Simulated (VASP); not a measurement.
# ReP2 (P-4m2) in VASP: a series of runs

The runs below take ReP2 through single point, relaxation of cell and atoms, with PBE.

Everything below comes from runs of VASP 6.6.1. Logs are shortened: lines on timing, memory, paths and dates and some standing lists are left out, and cuts for length are marked.

### 1 The cell of the first run

It takes space group P-4m2 (No. 115, tetragonal). The conventional cell has a = 3.065 Å, b = 3.065 Å, c = 5.477 Å, α = 90.00°, β = 90.00°, γ = 90.00°. Re (site symmetry -4m2) has 4 P at 2.30 Å within 3.0 Å. P (site symmetry 2mm) has 2 Re at 2.30 Å and 4 P at 2.98 Å within 3.0 Å.

### 2 Single point, PBE

Input file INCAR:

```
PREC     = Accurate       # precision mode
ENCUT    = 520            # plane-wave cutoff, eV
EDIFF    = 1E-6           # SCF threshold, eV
ISMEAR   = 0              # smearing method
SIGMA    = 0.1            # smearing width, eV
LREAL    = F              # projectors in reciprocal space
LASPH    = T              # aspherical terms in the spheres
NELM     = 100            # most SCF steps
ALGO     = Normal         # electronic algorithm
ISIF     = 2              # what is computed and relaxed
LWAVE    = F              # write WAVECAR
LCHARG   = F              # write CHGCAR
GGA      = PE             # functional
NBANDS   = 16             # bands
```

Input file KPOINTS:

```
Automatic mesh
0
Gamma
  14 14 8
```

Input file POSCAR:

```
ReP2
1.0
    3.0648105658      0.0000000000      0.0000000000
    0.0000000000      3.0648105658      0.0000000000
    0.0000000000      0.0000000000      5.4769166691
Re P
1 2
Direct
    0.0000000000      0.0000000000      0.0000000000
    0.5000000000      0.0000000000      0.3136019040
    0.0000000000      0.5000000000      0.6863980960
```

Potentials or basis: VASP PAW PBE potentials, release 64 (Re, P).

On the command line:

```
$ cat potpaw_PBE.64/Re/POTCAR potpaw_PBE.64/P/POTCAR > POTCAR
$ mpirun -np 1 vasp_std > vasp.out
```

OUTCAR:

```text
PREC = Accurate
   ENCUT = 520
   EDIFF = 1E-6
   ISMEAR = 0
   LREAL = F
   LASPH = T
   NELM = 100
   ISIF = 2
   GGA = PE

 ion  position               nearest neighbor table
   1  0.000  0.000  0.000-   2 2.30   3 2.30   3 2.30   2 2.30
   2  0.500  0.000  0.314-   1 2.30   1 2.30
   3  0.000  0.500  0.686-   1 2.30   1 2.30

  LATTYP: Found a simple tetragonal cell.
 ALAT       =     3.0648105658
 C/A-ratio  =     1.7870326898

  Lattice vectors:

 A1 = (   3.0648105658,   0.0000000000,   0.0000000000)
 A2 = (   0.0000000000,   3.0648105658,   0.0000000000)
 A3 = (   0.0000000000,   0.0000000000,   5.4769166691)

Analysis of symmetry for initial positions (statically):
=====================================================================
 Subroutine PRICEL returns:
 Original cell was already a primitive cell.

 Routine SETGRP: Setting up the symmetry group for a
 simple tetragonal supercell.

 Subroutine GETGRP returns: Found  8 space group operations
 (whereof  8 operations were pure point group operations)
 out of a pool of 16 trial point group operations.

The static configuration has the point symmetry D_2d.

Analysis of symmetry for dynamics (positions and initial velocities):
=====================================================================
 Subroutine PRICEL returns:
 Original cell was already a primitive cell.

 Routine SETGRP: Setting up the symmetry group for a
 simple tetragonal supercell.

 Subroutine GETGRP returns: Found  8 space group operations
 (whereof  8 operations were pure point group operations)
 out of a pool of 16 trial point group operations.

The dynamic configuration has the point symmetry D_2d.

 Subroutine INISYM returns: Found  8 space group operations
 (whereof  8 operations are pure point group operations),
 and found     1 'primitive' translations

----------------------------------------------------------------------------------------

                                     Primitive cell

  volume of cell :      51.4450

  direct lattice vectors                    reciprocal lattice vectors
     3.064810566  0.000000000  0.000000000     0.326284440  0.000000000  0.000000000
     0.000000000  3.064810566  0.000000000     0.000000000  0.326284440  0.000000000
     0.000000000  0.000000000  5.476916669     0.000000000  0.000000000  0.182584483

  length of vectors
     3.064810566  3.064810566  5.476916669     0.326284440  0.326284440  0.182584483

  position of ions in fractional coordinates (direct lattice)
     0.000000000  0.000000000  0.000000000
     0.500000000  0.000000000  0.313601904
     0.000000000  0.500000000  0.686398096

  ion indices of the primitive-cell ions
   primitive index   ion index
                 1           1
                 2           2
                 3           3

----------------------------------------------------------------------------------------

 KPOINTS: Automatic mesh

Automatic generation of k-mesh.
 Grid dimensions read from file:
 generate k-points for:   14   14    8

 Generating k-lattice:

  Cartesian coordinates                     Fractional coordinates (reciprocal lattice)
     0.023306031  0.000000000  0.000000000     0.071428571  0.000000000  0.000000000
     0.000000000  0.023306031  0.000000000     0.000000000  0.071428571  0.000000000
     0.000000000  0.000000000  0.022823060     0.000000000  0.000000000  0.125000000

  Length of vectors
     0.023306031  0.023306031  0.022823060

  Shift w.r.t. Gamma in fractional coordinates (k-lattice)
     0.000000000  0.000000000  0.000000000

 Subroutine IBZKPT returns following result:
 ===========================================

 Found    180 irreducible k-points:

 Following reciprocal coordinates:
            Coordinates               Weight
  0.000000  0.000000  0.000000      1.000000
  0.071429  0.000000  0.000000      4.000000
  0.142857  0.000000  0.000000      4.000000
  0.214286  0.000000  0.000000      4.000000
  0.285714  0.000000  0.000000      4.000000
  0.357143  0.000000  0.000000      4.000000
[... 16 lines left out ...]
  0.285714  0.214286  0.000000      8.000000
  0.357143  0.214286  0.000000      8.000000
 [... further k-points ...]
   k-points           NKPTS =    180   k-points in BZ     NKDIM =    180   number of bands    NBANDS=     16
   number of dos      NEDOS =    301   number of ions     NIONS =      3
   total plane-waves  NPLWV =  24192
   dimension x,y,z NGX =    24 NGY =   24 NGZ =   42
   dimension x,y,z NGXF=    48 NGYF=   48 NGZF=   84
   ions per type =               1   2
   NGX,Y,Z   is equivalent  to a cutoff of  13.02, 13.02, 12.75 a.u.
   NGXF,Y,Z  is equivalent  to a cutoff of  26.04, 26.04, 25.50 a.u.
 SYSTEM =  unknown system
   PREC   = accura    normal or accurate (medium, high low for compatibility)
   ISTART =      0    job   : 0-new  1-cont  2-samecut
   ICHARG =      2    charge: 1-file 2-atom 10-const
   ISPIN  =      1    spin polarized calculation?
   LNONCOLLINEAR =      F non collinear calculations
   LSORBIT =      F    spin-orbit coupling
   LASPH  =      T    aspherical Exc in radial PAW
   ENCUT  =  520.0 eV  38.22 Ry    6.18 a.u.   5.70  5.70 10.18*2*pi/ulx,y,z
   NELM   =    100;   NELMIN=  2; NELMDL= -5     # of ELM steps
   EDIFF  = 0.1E-05   stopping-criterion for ELM
   LREAL  =      F    real-space projection
   EDIFFG = 0.1E-04   stopping-criterion for IOM
   NSW    =      0    number of steps for IOM
   IBRION =     -1    ionic relax: 0-MD 1-quasi-New 2-CG
   NFREE  =      0    steps in history (QN), initial steepest desc. (CG)
   ISIF   =      2    stress and relaxation
   ISYM   =      2    0-nonsym 1-usesym 2-fastsym
   POTIM  = 0.5000    time-step for ionic-motion
   TEBEG  =    0.0;   TEEND  =   0.0 temperature during run
   PSTRESS=    0.0 pullay stress
   NELECT =      17.0000    total number of electrons
   NUPDOWN=      -1.0000    fix difference up-down
   EMIN   =  10.00;   EMAX   =-10.00  energy-range for DOS
   EFERMI =   0.00;   METHOD = LEGACY
   ISMEAR =     0;   SIGMA  =   0.10  broadening in eV -4-tet -1-fermi 0-gaus
   EFERMI_NEDOS =   21; number of points for ismear=-14 and -15
   IALGO  =     38    algorithm
   IMIX   =      4    mixing-type and parameters
     AMIX     =   0.40;   BMIX     =  1.00
     AMIX_MAG =   1.60;   BMIX_MAG =  1.00
  volume/ion in A,a.u.               =      17.15       115.72
  Fermi-wavevector in a.u.,A,eV,Ry     =   1.131818  2.138826 17.429232  1.281012
  Thomas-Fermi vector in A             =   2.268518
   LORBIT       =      0    0 simple, 1 ext, 2 COOP (PROOUT), +10 PAW based schemes
   GGA     = PE    functional components
   LHFCALC =     F    Hartree Fock is set to
   AEXX    =    0.0000 exact exchange contribution
   IVDW    =     0    specifies the selected vdW correction
   LEPSILON=     F    determine dielectric tensor
   LRPA    =     F    only Hartree local field effects (RPA)
 non-spin polarized calculation
 Gauss-broadening in eV      SIGMA  =   0.10
  energy-cutoff  :      520.00
  volume of cell :       51.45
 maximum number of plane-waves:      1402
 NGX is ok and might be reduce to    24
   NGX = 11   NGY = 11   NGZ = 21

 number of electron      16.9999999 magnetization

 Free energy of the ion-electron system (eV)
  ---------------------------------------------------
  ext. energy  EPLUGINS =         0.00000000
  ---------------------------------------------------
  free energy    TOTEN  =       -21.90850227 eV

  energy without entropy =      -21.90109737  energy(sigma->0) =      -21.90479982

 E-fermi :   6.7046     XC(G=0): -11.2581

 val. band max:        6.6968376191   @ k =   0.4286   0.4286   0.3750
 cond. band min:       6.7092144857   @ k =   0.3571   0.2857   0.3750
 fundamental gap:      0.0123768666
 Fermi energy:         6.7045891367

 k-point     1 :       0.0000    0.0000    0.0000
  band No.  band energies     occupation
      1      -6.7325      2.00000
      2      -3.2261      2.00000
      3       0.1196      2.00000
      4       3.1638      2.00000
      5       4.5544      2.00000
      6       4.5544      2.00000
[... 8 lines left out ...]
     15      14.4202      0.00000
     16      14.7447      0.00000

 k-point     2 :       0.0714    0.0000    0.0000
  band No.  band energies     occupation
      1      -6.6603      2.00000
      2      -3.2038      2.00000
      3       0.2091      2.00000
      4       3.2229      2.00000
      5       4.4121      2.00000
      6       4.5785      2.00000
[... 8 lines left out ...]
     15      14.6835      0.00000
     16      15.0456      0.00000

 k-point     3 :       0.1429    0.0000    0.0000
  band No.  band energies     occupation
      1      -6.4468      2.00000
      2      -3.1450      2.00000
      3       0.4599      2.00000
      4       3.3885      2.00000
      5       4.0591      2.00000
      6       4.3033      2.00000
[... 8 lines left out ...]
     15      15.1931      0.00000
     16      15.6635      0.00000

 k-point     4 :       0.2143    0.0000    0.0000
  band No.  band energies     occupation
      1      -6.1004      2.00000
      2      -3.0756      2.00000
      3       0.8141      2.00000
      4       3.3300      2.00000
      5       3.6364      2.00000
      6       3.7859      2.00000
[... 8 lines left out ...]
     15      14.7907      0.00000
     16      15.8933      0.00000
[... 324 lines left out ...]
 k-point    22 :       0.2143    0.2143    0.0000
  band No.  band energies     occupation
      1      -5.4825      2.00000
      2      -2.8553      2.00000
      3       1.4384      2.00000
      4       3.1396      2.00000
      5       3.4529      2.00000
      6       4.0781      2.00000
[... 8 lines left out ...]
     15      15.3559      0.00000
     16      16.9570      0.00000

 k-point    23 :       0.2857    0.2143    0.0000
  band No.  band energies     occupation
      1      -5.0312      2.00000
      2      -2.7668      2.00000
      3       1.6178      2.00000
      4       2.5500      2.00000
      5       3.2919      2.00000
      6       4.2588      2.00000
[... 8 lines left out ...]
     15      15.1300      0.00000
     16      16.9462      0.00000

 k-point    24 :       0.3571    0.2143    0.0000
  band No.  band energies     occupation
      1      -4.4940      2.00000
      2      -2.7735      2.00000
      3       1.5804      2.00000
      4       1.7995      2.00000
      5       3.4434      2.00000
      6       4.3708      2.00000
[... 8 lines left out ...]
     15      15.0635      0.00000
     16      16.4903      0.00000

 [... further k-points ...]
[... 5 lines left out ...]
  --------------------------------------------------------------------------------------
  -------------------------------------------------------------------------------------
  Total        0.1346962      0.1346962      0.2742023      0.0000000      0.0000000      0.0000000
  in kB        4.1949083      4.1949083      8.5396131      0.0000000      0.0000000      0.0000000
  external PRESSURE =       5.6431432 kB  Pullay stress =       0.0000000 kB

 VOLUME and BASIS-vectors are now :
 -----------------------------------------------------------------------------
  energy-cutoff  :      520.00
  volume of cell :       51.45
      direct lattice vectors                 reciprocal lattice vectors
     3.064810566  0.000000000  0.000000000     0.326284440  0.000000000  0.000000000
     0.000000000  3.064810566  0.000000000     0.000000000  0.326284440  0.000000000
     0.000000000  0.000000000  5.476916669     0.000000000  0.000000000  0.182584483

 POSITION                                       TOTAL-FORCE (eV/Angst)
 -----------------------------------------------------------------------------------
      0.00000      0.00000      0.00000         0.000000     -0.000000      0.000000
      1.53241      0.00000      1.71757         0.000000      0.000000      0.072859
      0.00000      1.53241      3.75935         0.000000      0.000000     -0.072859
 -----------------------------------------------------------------------------------
    total drift:                               -0.000000     -0.000000      0.000000

  FREE ENERGIE OF THE ION-ELECTRON SYSTEM (eV)
  ---------------------------------------------------
  free  energy   TOTEN  =       -21.9085022675 eV

  energy  without entropy=      -21.9010973741  energy(sigma->0) =      -21.90479982
```

Wall time 47 s (1 thread of Intel Xeon 6975P-C (Granite Rapids), shared host); peak memory 0.27 GiB.

Results:

```yaml
Free_energy: -21.9085 eV
Pressure: 0.6 GPa
Largest_force: 0.073 eV/Å
```

Forces on the atoms (eV/Å):
```
Re   0.000  0.000  0.000
P    0.000  0.000  0.073
P    0.000  0.000 -0.073
```

Stress tensor (GPa, compression positive):
```
0.42 0.00 0.00
0.00 0.42 0.00
0.00 0.00 0.85
```

Caveat: spin-orbit coupling is left out, which moves the levels of the heavy elements.

### 3 Relaxation of cell and atoms, PBE

This run uses another cell than the first one, of 17.50 Å³/atom, 1.021 times its volume.

Input file INCAR:

```
PREC = Accurate
ENCUT = 600
EDIFF = 1E-6
ISMEAR = 0
SIGMA = 0.1
LREAL = False
LASPH = True
NELM = 100
ALGO = Normal
ISIF = 3
LWAVE = False
LCHARG = False
GGA = PE
IBRION = 2
NSW = 100
EDIFFG = -0.01
```

KPOINTS is that of step 2.

Input file POSCAR:

```
ReP2
1.0
    3.1029752282      0.0000000000      0.0000000000
    0.0000000000      3.1029752282      0.0000000000
    0.0000000000      0.0000000000      5.4533950033
Re P
1 2
Direct
    0.0000000000      0.0000000000      0.0000000000
    0.5000000000      0.0000000000      0.3097013425
    0.0000000000      0.5000000000      0.6902986575
```

Potentials or basis: VASP PAW PBE potentials, release 64 (Re, P).

On the command line:

```
$ cat potpaw_PBE.64/Re/POTCAR potpaw_PBE.64/P/POTCAR > POTCAR
$ mpirun -np 1 vasp_std > vasp.out
```

It took 7.2 min on 1 thread of Intel Xeon 6975P-C (Granite Rapids), shared host; peak memory 0.32 GiB.

Results (log left out):

* Free energy: -21.9101 eV
* Relaxed volume: 17.21 Å³/atom
* Relaxed cell: a = 3.069 Å, b = 3.069 Å, c = 5.483 Å, α = 90.00°, β = 90.00°, γ = 90.00°
* Space group after relaxing (to 0.05 Å): P-4m2 (No. 115)
* Energy gained by relaxing: 2.6 meV/atom
* Ionic steps: 15
* Pressure after relaxing: 0.0 GPa
* Largest force after relaxing: 0.009 eV/Å

Forces on the atoms (eV/Å):
```
Re   0.000  0.000  0.000
P    0.000  0.000  0.009
P    0.000  0.000 -0.009
```

Stress tensor (GPa, compression positive):
```
-0.05  0.00  0.00
 0.00 -0.05  0.00
 0.00  0.00  0.07
```

Step by step:
```
step  energy change (eV)  largest force (eV/Å)  pressure (GPa)  volume (Å³)
   1              0.0000                0.2081            0.71        52.51
   2              0.0015                0.2440           -2.63        53.09
   3             -0.0031                0.0007           -0.83        52.77
   4             -0.0064                0.0128           -0.45        52.33
   5             -0.0072                0.0222           -0.14        52.02
   6             -0.0072                0.0246           -0.13        51.98
   7             -0.0072                0.0251           -0.08        51.95
   8             -0.0072                0.0245           -0.08        51.96
   9             -0.0074                0.0386            0.05        51.88
  10             -0.0074                0.0607            0.28        51.76
  11             -0.0075                0.0576            0.27        51.75
  12             -0.0076                0.0482            0.23        51.73
  13             -0.0077                0.0292            0.13        51.69
  14             -0.0077                0.0075           -0.05        51.60
  15             -0.0078                0.0092           -0.01        51.64
```

Final structure:
```
Re P
1.0
     3.06901    0.00000    0.00000
     0.00000    3.06901    0.00000
     0.00000    0.00000    5.48291
Re P
1 2
Direct
  0.00000 0.00000 0.00000
  0.50000 0.00000 0.31364
  0.00000 0.50000 0.68636
```

Levels at points of the mesh, in eV from the Fermi level:
| k point | band 5 | band 6 | band 7 | band 8 | band 9 | band 10 | band 11 | band 12 |
| --- | --- | --- | --- | --- | --- | --- | --- | --- |
| (0.00, 0.00, 0.00) | -2.14 | -2.14 | -1.94 | 0.75 | 0.75 | 1.36 | 2.36 | 5.98 |
| (0.50, 0.00, 0.00) | -3.50 | -1.69 | -1.61 | -0.86 | -0.69 | 2.08 | 3.04 | 3.74 |
| (0.50, 0.50, 0.00) | -3.11 | -3.11 | -1.40 | -1.29 | -1.25 | 1.68 | 1.68 | 2.39 |
| (0.00, 0.00, 0.50) | -2.44 | -2.44 | -0.53 | 0.85 | 1.36 | 2.32 | 2.32 | 3.94 |
| (0.50, 0.00, 0.50) | -3.46 | -2.97 | -1.70 | -0.81 | 1.81 | 2.92 | 3.29 | 3.48 |
| (0.50, 0.50, 0.50) | -4.08 | -3.98 | -2.12 | -2.12 | -0.01 | -0.01 | 1.87 | 2.39 |

Caveat: spin-orbit coupling is left out, which moves the levels of the heavy elements.
